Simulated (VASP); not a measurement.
# Pd (Fm-3m) in VASP: a series of runs, part 2 of 2

VASP 6.6.1. Earlier steps stand in the parts before.

### 3 Single point, r2SCAN (volume scaled by 1.12)

Input file POSCAR:

```
Pd
1.0
    0.0000000000      2.0311483720      2.0311483720
    2.0311483720      0.0000000000      2.0311483720
    2.0311483720      2.0311483720      0.0000000000
Pd
1
Direct
    0.0000000000      0.0000000000      0.0000000000
```

Input file INCAR.step1:

```
ALGO     = Normal         # electronic algorithm
EDIFF    = 1E-4           # SCF threshold, eV
ENCUT    = 520            # plane-wave cutoff, eV
GGA      = PE             # functional
ISMEAR   = -1             # smearing method
LASPH    = T              # aspherical terms in the spheres
LCHARG   = F              # write CHGCAR
LREAL    = F              # projectors in reciprocal space
LWAVE    = T              # write WAVECAR
NBANDS   = 11             # bands
NELM     = 60             # most SCF steps
PREC     = Accurate       # precision mode
SIGMA    = 0.1            # smearing width, eV
```

Input file INCAR.step2:

```
ALGO     = Normal         # electronic algorithm
EDIFF    = 1E-6           # SCF threshold, eV
ENCUT    = 520            # plane-wave cutoff, eV
ISIF     = 2              # what is computed and relaxed
ISMEAR   = -1             # smearing method
ISTART   = 1            
LASPH    = T              # aspherical terms in the spheres
LCHARG   = T              # write CHGCAR
LELF     = T              # ELF
LMIXTAU  = T            
LREAL    = F              # projectors in reciprocal space
LVHAR    = T            
LWAVE    = F              # write WAVECAR
METAGGA  = R2SCAN         # meta-GGA
NBANDS   = 11             # bands
NELM     = 60             # most SCF steps
PREC     = Accurate       # precision mode
SIGMA    = 0.1            # smearing width, eV
```

Input file KPOINTS:

```
k-points
0
Gamma
  23 23 23
```

Potentials or basis: VASP PAW PBE potentials, release 64 (Pd).

Run with:

```bash
> cat potpaw_PBE.64/Pd/POTCAR > POTCAR
> cp INCAR.step1 INCAR
> mpirun -np 1 vasp_std > vasp.out
> cp INCAR.step2 INCAR
> mpirun -np 1 vasp_std > vasp.out
```

OUTCAR:

```text
EDIFF = 1E-6
   ENCUT = 520
   ISIF = 2
   ISMEAR = -1
   ISTART = 1
   LASPH = T
   LREAL = F
   METAGGA = R2SCAN
   NELM = 60
   PREC = Accurate

 ion  position               nearest neighbor table
   1  0.000  0.000  0.000-

  LATTYP: Found a face centered cubic cell.
 ALAT       =     4.0622967440

  Lattice vectors:

 A1 = (   0.0000000000,   2.0311483720,   2.0311483720)
 A2 = (   2.0311483720,   0.0000000000,   2.0311483720)
 A3 = (   2.0311483720,   2.0311483720,   0.0000000000)

Analysis of symmetry for initial positions (statically):
=====================================================================
 Subroutine PRICEL returns:
 Original cell was already a primitive cell.

 Routine SETGRP: Setting up the symmetry group for a
 face centered cubic supercell.

 Subroutine GETGRP returns: Found 48 space group operations
 (whereof 48 operations were pure point group operations)
 out of a pool of 48 trial point group operations.

The static configuration has the point symmetry O_h .

Analysis of symmetry for dynamics (positions and initial velocities):
=====================================================================
 Subroutine PRICEL returns:
 Original cell was already a primitive cell.

 Routine SETGRP: Setting up the symmetry group for a
 face centered cubic supercell.

 Subroutine GETGRP returns: Found 48 space group operations
 (whereof 48 operations were pure point group operations)
 out of a pool of 48 trial point group operations.

The dynamic configuration has the point symmetry O_h .

 Subroutine INISYM returns: Found 48 space group operations
 (whereof 48 operations are pure point group operations),
 and found     1 'primitive' translations

----------------------------------------------------------------------------------------

                                     Primitive cell

  volume of cell :      16.7593

  direct lattice vectors                    reciprocal lattice vectors
     0.000000000  2.031148372  2.031148372    -0.246166162  0.246166162  0.246166162
     2.031148372  0.000000000  2.031148372     0.246166162 -0.246166162  0.246166162
     2.031148372  2.031148372  0.000000000     0.246166162  0.246166162 -0.246166162

  length of vectors
     2.872477575  2.872477575  2.872477575     0.426372300  0.426372300  0.426372300

  position of ions in fractional coordinates (direct lattice)
     0.000000000  0.000000000  0.000000000

  ion indices of the primitive-cell ions
   primitive index   ion index
                 1           1

----------------------------------------------------------------------------------------

 KPOINTS: k-points

Automatic generation of k-mesh.
 Grid dimensions read from file:
 generate k-points for:   23   23   23

 Generating k-lattice:

  Cartesian coordinates                     Fractional coordinates (reciprocal lattice)
    -0.010702877  0.010702877  0.010702877     0.043478261  0.000000000  0.000000000
     0.010702877 -0.010702877  0.010702877     0.000000000  0.043478261  0.000000000
     0.010702877  0.010702877 -0.010702877     0.000000000  0.000000000  0.043478261

  Length of vectors
     0.018537926  0.018537926  0.018537926

  Shift w.r.t. Gamma in fractional coordinates (k-lattice)
     0.000000000  0.000000000  0.000000000

 Subroutine IBZKPT returns following result:
 ===========================================

 Found    364 irreducible k-points:

 Following reciprocal coordinates:
            Coordinates               Weight
  0.000000  0.000000  0.000000      1.000000
  0.043478  0.000000  0.000000      8.000000
  0.086957  0.000000  0.000000      8.000000
  0.130435  0.000000  0.000000      8.000000
  0.173913  0.000000  0.000000      8.000000
  0.217391  0.000000  0.000000      8.000000
[... 16 lines left out ...]
  0.478261  0.043478  0.000000     24.000000
 -0.478261  0.043478  0.000000     24.000000
 [... further k-points ...]
   k-points           NKPTS =    364   k-points in BZ     NKDIM =    364   number of bands    NBANDS=     11
   number of dos      NEDOS =    301   number of ions     NIONS =      1
   total plane-waves  NPLWV =  13824
   dimension x,y,z NGX =    24 NGY =   24 NGZ =   24
   dimension x,y,z NGXF=    48 NGYF=   48 NGZF=   48
   ions per type =               1
   NGX,Y,Z   is equivalent  to a cutoff of  13.89, 13.89, 13.89 a.u.
   NGXF,Y,Z  is equivalent  to a cutoff of  27.78, 27.78, 27.78 a.u.
 SYSTEM =  unknown system
   PREC   = accura    normal or accurate (medium, high low for compatibility)
   ISTART =      1    job   : 0-new  1-cont  2-samecut
   ICHARG =      0    charge: 1-file 2-atom 10-const
   ISPIN  =      1    spin polarized calculation?
   LNONCOLLINEAR =      F non collinear calculations
   LSORBIT =      F    spin-orbit coupling
   LASPH  =      T    aspherical Exc in radial PAW
   ENCUT  =  520.0 eV  38.22 Ry    6.18 a.u.   5.34  5.34  5.34*2*pi/ulx,y,z
   NELM   =     60;   NELMIN=  2; NELMDL=  0     # of ELM steps
   EDIFF  = 0.1E-05   stopping-criterion for ELM
   LREAL  =      F    real-space projection
   EDIFFG = 0.1E-04   stopping-criterion for IOM
   NSW    =      0    number of steps for IOM
   IBRION =     -1    ionic relax: 0-MD 1-quasi-New 2-CG
   NFREE  =      0    steps in history (QN), initial steepest desc. (CG)
   ISIF   =      2    stress and relaxation
   ISYM   =      2    0-nonsym 1-usesym 2-fastsym
   POTIM  = 0.5000    time-step for ionic-motion
   TEBEG  =    0.0;   TEEND  =   0.0 temperature during run
   PSTRESS=    0.0 pullay stress
   NELECT =      10.0000    total number of electrons
   NUPDOWN=      -1.0000    fix difference up-down
   EMIN   =  10.00;   EMAX   =-10.00  energy-range for DOS
   EFERMI =   0.00;   METHOD = LEGACY
   ISMEAR =    -1;   SIGMA  =   0.10  broadening in eV -4-tet -1-fermi 0-gaus
   EFERMI_NEDOS =   21; number of points for ismear=-14 and -15
   IALGO  =     38    algorithm
   IMIX   =      4    mixing-type and parameters
     AMIX     =   0.40;   BMIX     =  1.00
     AMIX_MAG =   1.60;   BMIX_MAG =  1.00
  volume/ion in A,a.u.               =      16.76       113.10
  Fermi-wavevector in a.u.,A,eV,Ry     =   1.378235  2.604486 25.844687  1.899531
  Thomas-Fermi vector in A             =   2.503315
   LORBIT       =      0    0 simple, 1 ext, 2 COOP (PROOUT), +10 PAW based schemes
   METAGGA = R2SCAN    functional components
   LHFCALC =     F    Hartree Fock is set to
   AEXX    =    0.0000 exact exchange contribution
   IVDW    =     0    specifies the selected vdW correction
   LEPSILON=     F    determine dielectric tensor
   LRPA    =     F    only Hartree local field effects (RPA)
 non-spin polarized calculation
  energy-cutoff  :      520.00
  volume of cell :       16.76
 maximum number of plane-waves:       465
 NGX is ok and might be reduce to    24
   NGX = 11   NGY = 11   NGZ = 11

 number of electron       9.9999999 magnetization

 Free energy of the ion-electron system (eV)
  ---------------------------------------------------
  ext. energy  EPLUGINS =         0.00000000
  ---------------------------------------------------
  free energy    TOTEN  =       -22.88816156 eV

  energy without entropy =      -22.81941930  energy(sigma->0) =      -22.85379043

 E-fermi :   7.6451     XC(G=0): -13.2015

 val. band max:        7.6385153574   @ k =   0.4783   0.2174   0.0000
 cond. band min:       7.6463902587   @ k =  -0.3043   0.3913   0.1739
 fundamental gap:      0.0078749013
 Fermi energy:         7.6450761555

 k-point     1 :       0.0000    0.0000    0.0000
  band No.  band energies     occupation
      1       1.4100      2.00000
      2       5.2442      2.00000
      3       5.2442      2.00000
      4       5.2442      2.00000
      5       6.5418      1.99997
      6       6.5418      1.99997
      7      25.4692      0.00000
      8      29.6881      0.00000
      9      29.6881      0.00000
     10      29.6881      0.00000
     11      30.5653      0.00000

 k-point     2 :       0.0435    0.0000    0.0000
  band No.  band energies     occupation
      1       1.4740      2.00000
      2       5.2242      2.00000
      3       5.2650      2.00000
      4       5.2650      2.00000
      5       6.5325      1.99997
      6       6.5325      1.99997
      7      25.5182      0.00000
      8      29.1761      0.00000
      9      29.7426      0.00000
     10      29.7426      0.00000
     11      30.5748      0.00000
[... 295 lines left out ...]
 k-point    24 :      -0.4783    0.0435    0.0000
  band No.  band energies     occupation
      1       3.1866      2.00000
      2       5.1613      2.00000
      3       5.2223      2.00000
      4       7.3498      1.90075
      5       7.5581      1.40938
      6       9.4554      0.00000
      7      14.3549      0.00000
      8      24.8401      0.00000
      9      27.9750      0.00000
     10      28.2535      0.00000
     11      30.5769      0.00000

 [... further k-points ...]
[... 5 lines left out ...]
  --------------------------------------------------------------------------------------
  -------------------------------------------------------------------------------------
  Total       -1.5633024     -1.5633024     -1.5633024      0.0000000      0.0000000      0.0000000
  in kB     -149.4509374   -149.4509374   -149.4509374      0.0000000      0.0000000      0.0000000
  external PRESSURE =    -149.4509374 kB  Pullay stress =       0.0000000 kB

 VOLUME and BASIS-vectors are now :
 -----------------------------------------------------------------------------
  energy-cutoff  :      520.00
  volume of cell :       16.76
      direct lattice vectors                 reciprocal lattice vectors
     0.000000000  2.031148372  2.031148372    -0.246166162  0.246166162  0.246166162
     2.031148372  0.000000000  2.031148372     0.246166162 -0.246166162  0.246166162
     2.031148372  2.031148372  0.000000000     0.246166162  0.246166162 -0.246166162

 POSITION                                       TOTAL-FORCE (eV/Angst)
 -----------------------------------------------------------------------------------
      0.00000      0.00000      0.00000         0.000000      0.000000      0.000000
 -----------------------------------------------------------------------------------
    total drift:                                0.000000     -0.000000     -0.000000

  FREE ENERGIE OF THE ION-ELECTRON SYSTEM (eV)
  ---------------------------------------------------
  free  energy   TOTEN  =       -22.8881615556 eV

  energy  without entropy=      -22.8194193002  energy(sigma->0) =      -22.85379043
```

Run time: 4.3 min. Hardware: 1 thread of Intel Xeon Platinum 8259CL at 2.50GHz (Skylake/Cascade Lake), shared host; peak memory 0.2 GiB.

Results:

```
Free energy            : -22.8882 eV
Pressure               : -14.9 GPa
Band gap on the k mesh : zero (band 5 reaches 7.84 eV, above the bottom of band 6 at 6.49 eV)
```

Levels at points of the mesh, in eV from the Fermi level:
```tsv
k point	band 3	band 4	band 5	band 6	band 7	band 8
(0.00, 0.00, 0.00)	-2.40	-2.40	-1.10	-1.10	17.82	22.04
```

Caveat: the cell differs from its parent crystal (volume scaled by 1.12); the PAW data sets were made with another functional, which shifts forces and pressure a little.

### 4 Relaxation of cell and atoms, r2SCAN

This run uses another cell than the first one, of 14.71 Å³/atom, 0.910 times its volume.

Input file POSCAR:

```
Pd
1.0
    0.0000000000      1.9449000000      1.9449000000
    1.9449000000      0.0000000000      1.9449000000
    1.9449000000      1.9449000000      0.0000000000
Pd
1
Direct
    0.0000000000      0.0000000000      0.0000000000
```

Input file INCAR.step1:

```
ALGO = Normal ; EDIFF = 1E-4
ENCUT = 600 ; GGA = PE
ISMEAR = -1 ; LASPH = True
LCHARG = False ; LREAL = False
LWAVE = True ; NELM = 80
PREC = Accurate ; SIGMA = 0.1
```

Input file INCAR.step2:

```
ALGO = Normal ; EDIFF = 1E-6
EDIFFG = -0.01 ; ENCUT = 600
IBRION = 2 ; ISIF = 3
ISMEAR = -1 ; ISTART = 1
LASPH = True ; LCHARG = False
LMIXTAU = True ; LREAL = False
LWAVE = False ; METAGGA = R2SCAN
NELM = 80 ; NSW = 80
PREC = Accurate ; SIGMA = 0.1
```

Input file KPOINTS:

```
k-points
0
Gamma
  14 14 14
```

Run with:

```bash
> cat potpaw_PBE.64/Pd/POTCAR > POTCAR
> cp INCAR.step1 INCAR
> mpirun -np 1 vasp_std > vasp.out
> cp INCAR.step2 INCAR
> mpirun -np 1 vasp_std > vasp.out
```

Run time: 2.8 min. Hardware: 1 thread of Intel Xeon Platinum 8259CL at 2.50GHz (Skylake/Cascade Lake), shared host; peak memory 0.16 GiB.

It converged, with:

```yaml
Free_energy: -22.9744 eV
Relaxed_volume: 15.02 Å³/atom
Relaxed_cell: a = 2.769 Å, b = 2.769 Å, c = 2.769 Å, α = 60.00°, β = 60.00°, γ = 60.00°
Space_group_after_relaxing_to_0.05_Å: Fm-3m (No. 225)
Energy_gained_by_relaxing: 3.7 meV/atom
Ionic_steps: 3
Pressure_after_relaxing: 0.1 GPa
Band_gap_on_the_k_mesh: zero (band 5 reaches 9.61 eV, above the bottom of band 6 at 7.97 eV)
```

The path:
```
step  energy change (eV)  largest force (eV/Å)  pressure (GPa)  volume (Å³)
   1              0.0000                0.0000            3.99        14.71
   2              0.0049                0.0000           -5.43        15.51
   3             -0.0037                0.0000            0.06        15.02
```

Final structure:
```
Pd
1.0
     0.00000    1.95825    1.95825
     1.95825    0.00000    1.95825
     1.95825    1.95825    0.00000
Pd
1
Direct
  0.00000 0.00000 0.00000
```

Levels at points of the mesh, in eV from the Fermi level:
```
           k point  band 1  band 2  band 3  band 4  band 5  band 6  band 7  band 8  band 9
(0.00, 0.00, 0.00)   -7.08   -2.86   -2.86   -2.86   -1.30   -1.30   17.98   22.49   22.86
(0.50, 0.00, 0.00)   -5.31   -2.93   -2.93   -0.07   -0.07    1.30    7.53   17.37   21.91
(0.50, 0.50, 0.00)   -5.41   -5.15   -0.13    0.27    0.27    3.63   11.09   13.79   13.79
```

Caveat: the PAW data sets were made with another functional, which shifts forces and pressure a little.

### 5 Single point, r2SCAN, collinear spin, ferromagnetic start

This run uses another cell than the first one, of 14.98 Å³/atom, 0.927 times its volume.

Input file POSCAR:

```
Pd
1.0
    0.0000000000      1.9567730081      1.9567730081
    1.9567730081      0.0000000000      1.9567730081
    1.9567730081      1.9567730081      0.0000000000
Pd
1
Direct
    0.0000000000      0.0000000000      0.0000000000
```

Input file INCAR.step1:

```
  PREC = Accurate
  ENCUT = 550
  ISMEAR = -1
  SIGMA = 0.1
  LREAL = False
  LASPH = True
  NELM = 200
  ISPIN = 2
  MAGMOM = 0.436
  LMAXMIX = 4
  NBANDS = 15
  GGA = PE
  ALGO = Normal
  EDIFF = 1E-5
  LWAVE = True
  LCHARG = False
  GGA_COMPAT = False
```

Input file INCAR.step2:

```
  PREC = Accurate
  ENCUT = 550
  EDIFF = 1E-6
  ISMEAR = -1
  SIGMA = 0.1
  LREAL = False
  LASPH = True
  NELM = 200
  ALGO = Normal
  ISIF = 2
  LWAVE = False
  LCHARG = False
  ISPIN = 2
  MAGMOM = 0.436
  LORBIT = 11
  LMAXMIX = 4
  METAGGA = R2SCAN
  LMIXTAU = True
  NBANDS = 15
  ISTART = 1
  GGA_COMPAT = False
```

Input file KPOINTS:

```
regular mesh
0
Gamma
  7 7 7
```

Run with:

```bash
> cat potpaw_PBE.64/Pd/POTCAR > POTCAR
> cp INCAR.step1 INCAR
> mpirun -np 1 vasp_std > vasp.out
> cp INCAR.step2 INCAR
> mpirun -np 1 vasp_std > vasp.out
```

Wall time 56 s (1 thread of Intel Xeon Platinum 8488C (Sapphire Rapids), shared host); peak memory 0.16 GiB.

It converged, with:

* Free energy: -22.9992 eV
* Pressure: 0.7 GPa
* Band gap on the k mesh: zero (filled and empty bands overlap)
* Net moment: 0.00 μB per cell
* Valence electrons inside the program's atomic spheres: Pd 9.46

Levels at points of the mesh, in eV from the Fermi level:
Spin up:
| k point | band 3 | band 4 | band 5 | band 6 | band 7 | band 8 |
| --- | --- | --- | --- | --- | --- | --- |
| (0.00, 0.00, 0.00) | -2.90 | -2.90 | -1.33 | -1.33 | 17.92 | 22.55 |
Spin down:
```
           k point  band 1  band 2  band 3  band 4  band 5  band 6  band 7  band 8  band 9  band 10
(0.00, 0.00, 0.00)   -7.14   -2.90   -2.90   -2.90   -1.33   -1.33   17.92   22.55   22.81    22.81
```

Caveat: the k points lie up to 0.40 Å⁻¹ apart; the PAW data sets were made with another functional, which shifts forces and pressure a little.

### 6 Summary

| task | spin | cell | k mesh | cutoff (eV) | gap on the mesh (eV) | pressure (GPa) |
| --- | --- | --- | --- | --- | --- | --- |
| single point | off | a = 2.838 Å, angles 60.0°, 1 atom | 23 × 23 × 23 | 520 | none | -11.1 |
| single point | off | a = 2.872 Å, angles 60.0°, 1 atom | 23 × 23 × 23 | 520 | none | -14.9 |
| relaxation of cell and atoms | off | relaxed from a = 2.751 Å, angles 60.0°, 1 atom | 14 × 14 × 14 | 600 | none | 0.1 |
| single point | collinear, ferromagnetic start | a = 2.767 Å, angles 60.0°, 1 atom | 7 × 7 × 7 | 550 | none | 0.7 |

Alike in all rows: level r2SCAN; potentials or basis VASP PAW PBE potentials, release 64 (Pd); smearing fermi-dirac 0.1 eV.

Caveats: some runs use coarse meshes; the PAW data sets were made with another functional, which shifts forces and pressure a little.

Total energies depend on the potentials used, so only differences within one code and one set of settings carry meaning.
